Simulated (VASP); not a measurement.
# ZrB (Fm-3m) in VASP: notebook, part 3 of 3

VASP 6.6.1.

### 6 Single point, PBE (15.04 Å³/atom)

This run uses another cell than the first one, of 15.04 Å³/atom.

File INCAR:

```
PREC     = Accurate       # precision mode
ENCUT    = 520            # plane-wave cutoff, eV
EDIFF    = 1E-6           # SCF threshold, eV
ISMEAR   = 0              # smearing method
SIGMA    = 0.05           # smearing width, eV
LREAL    = False          # projectors in reciprocal space
LASPH    = True           # aspherical terms in the spheres
NELM     = 100            # most SCF steps
ALGO     = Normal         # electronic algorithm
ISIF     = 2              # what is computed and relaxed
LWAVE    = False          # write WAVECAR
LCHARG   = False          # write CHGCAR
GGA      = PE             # functional
NBANDS   = 14             # bands
```

File KPOINTS:

```
regular mesh
0
Gamma
  12 12 12
```

File POSCAR:

```
ZrB
1.0
    0.0000000000      2.4683614059      2.4683614059
    2.4683614059      0.0000000000      2.4683614059
    2.4683614059      2.4683614059      0.0000000000
Zr B
1 1
Direct
    0.5000000000      0.5000000000      0.5000000000
    0.0000000000      0.0000000000      0.0000000000
```

Potentials or basis: VASP PAW PBE potentials, release 64 (Zr_sv, B).

Command:

```
$ cat potpaw_PBE.64/Zr_sv/POTCAR potpaw_PBE.64/B/POTCAR > POTCAR
$ mpirun -np 1 vasp_std > vasp.out
```

OUTCAR:

```text
PREC = Accurate
   ENCUT = 520
   EDIFF = 1E-6
   ISMEAR = 0
   LREAL = False
   LASPH = True
   NELM = 100
   ISIF = 2
   GGA = PE

 ion  position               nearest neighbor table
   1  0.500  0.500  0.500-   2 2.47   2 2.47   2 2.47   2 2.47   2 2.47   2 2.47
   2  0.000  0.000  0.000-   1 2.47   1 2.47   1 2.47   1 2.47   1 2.47   1 2.47

  LATTYP: Found a face centered cubic cell.
 ALAT       =     4.9367228118

  Lattice vectors:

 A1 = (   0.0000000000,   2.4683614059,   2.4683614059)
[... 595 lines left out ...]
------------------------ aborting loop because EDIFF is reached ----------------------------------------

  FORCE on cell =-STRESS in cart. coord.  units (eV):
  Direction    XX          YY          ZZ          XY          YZ          ZX
  --------------------------------------------------------------------------------------
  -------------------------------------------------------------------------------------
  Total       -0.5550242     -0.5550242     -0.5550242     -0.0000000     -0.0000000      0.0000000
  in kB      -29.5642078    -29.5642078    -29.5642078     -0.0000000     -0.0000000      0.0000000
  external PRESSURE =     -29.5642078 kB  Pullay stress =       0.0000000 kB

 VOLUME and BASIS-vectors are now :
 -----------------------------------------------------------------------------
  energy-cutoff  :      520.00
  volume of cell :       30.08
      direct lattice vectors                 reciprocal lattice vectors
     0.000000000  2.468361406  2.468361406    -0.202563530  0.202563530  0.202563530
     2.468361406  0.000000000  2.468361406     0.202563530 -0.202563530  0.202563530
     2.468361406  2.468361406  0.000000000     0.202563530  0.202563530 -0.202563530

 POSITION                                       TOTAL-FORCE (eV/Angst)
 -----------------------------------------------------------------------------------
      2.46836      2.46836      2.46836        -0.000000     -0.000000      0.000000
      0.00000      0.00000      0.00000         0.000000      0.000000     -0.000000
 -----------------------------------------------------------------------------------
    total drift:                                0.000000      0.000000      0.000000

  FREE ENERGIE OF THE ION-ELECTRON SYSTEM (eV)
  ---------------------------------------------------
  free  energy   TOTEN  =       -16.0034457565 eV

  energy  without entropy=      -16.0024210232  energy(sigma->0) =      -16.00293339
```

OSZICAR:

```text
N       E                     dE             d eps       ncg     rms          rms(c)
DAV:   1     0.938242400361E+02    0.93824E+02   -0.78215E+03  2016   0.103E+03
DAV:   2    -0.124221757675E+02   -0.10625E+03   -0.10175E+03  2430   0.278E+02
DAV:   3    -0.176377890247E+02   -0.52156E+01   -0.51789E+01  3430   0.527E+01
DAV:   4    -0.179159480021E+02   -0.27816E+00   -0.27812E+00  2336   0.668E+00
DAV:   5    -0.179181874935E+02   -0.22395E-02   -0.22394E-02  2802   0.751E-01    0.162E+01
DAV:   6    -0.160066539535E+02    0.19115E+01   -0.29655E+00  2316   0.145E+01    0.537E+00
DAV:   7    -0.160036030150E+02    0.30509E-02   -0.25031E-01  2810   0.346E+00    0.258E+00
DAV:   8    -0.160037907967E+02   -0.18778E-03   -0.32922E-02  2504   0.149E+00    0.281E-01
DAV:   9    -0.160033296915E+02    0.46111E-03   -0.27161E-03  2468   0.303E-01    0.145E-01
DAV:  10    -0.160034520669E+02   -0.12238E-03   -0.41955E-04  2286   0.226E-01    0.296E-02
DAV:  11    -0.160034471418E+02    0.49251E-05   -0.20763E-05  2588   0.383E-02    0.434E-03
DAV:  12    -0.160034457573E+02    0.13845E-05   -0.14727E-06  1714   0.131E-02    0.345E-03
DAV:  13    -0.160034457565E+02    0.81900E-09   -0.12032E-07  1146   0.358E-03
   1 F= -.16003446E+02 E0= -.16002933E+02  d E =-.102473E-02
```

stdout:

```text
POSCAR found type information on POSCAR ZrB
 POSCAR found :  2 types and       2 ions
 scaLAPACK will be used
 LDA part: xc-table for (Slater+PW92), standard interpolation
 POSCAR, INCAR and KPOINTS ok, starting setup
 FFT: planning ... GRIDC
 FFT: planning ... GRID_SOFT
 FFT: planning ... GRID
 WAVECAR not read
 entering main loop
```

Run time: 48 s. Hardware: 1 thread of Intel Xeon 8259CL, shared host; peak memory 0.18 GiB.

Results:

| Quantity | Value |
| --- | --- |
| Free energy | -16.0034 eV |
| Pressure | -3.0 GPa |
| Band gap on the k mesh | zero (an odd number of electrons rules out a gap without spin polarisation) |

### 7 Summary

| level | potentials or basis | cell | smearing | gap on the mesh (eV) | pressure (GPa) |
| --- | --- | --- | --- | --- | --- |
| PBE | VASP PAW PBE potentials, release 64 (Zr_sv, B) | a = 3.468 Å, angles 60.0°, 2 atoms | gaussian 0.001 eV | none | 0.1 |
| PBE | VASP PAW PBE potentials, release 64 (Zr_sv, B) | a = 3.468 Å, angles 60.0°, 2 atoms | gaussian 0.05 eV | none | 0.1 |
| PBEsol | VASP PAW PBE potentials, release 64 (Zr_sv, B) | a = 3.468 Å, angles 60.0°, 2 atoms | gaussian 0.05 eV | none | -3.9 |
| LDA | VASP PAW LDA potentials, release 64 (Zr_sv, B) | a = 3.468 Å, angles 60.0°, 2 atoms | gaussian 0.05 eV | none | -7.0 |
| PBE | VASP PAW PBE potentials, release 64 (Zr_sv, B) | a = 3.491 Å, angles 60.0°, 2 atoms | gaussian 0.05 eV | none | -3.0 |

Alike in all rows: task single point; no spin polarisation; k mesh 12 × 12 × 12; cutoff (eV) 520.

Caveats: the cell stands under tension (at least some runs); the PAW data sets were made with another functional, which shifts forces and pressure a little (at least some runs).

Absolute energies hang on the potentials; compare differences alone.
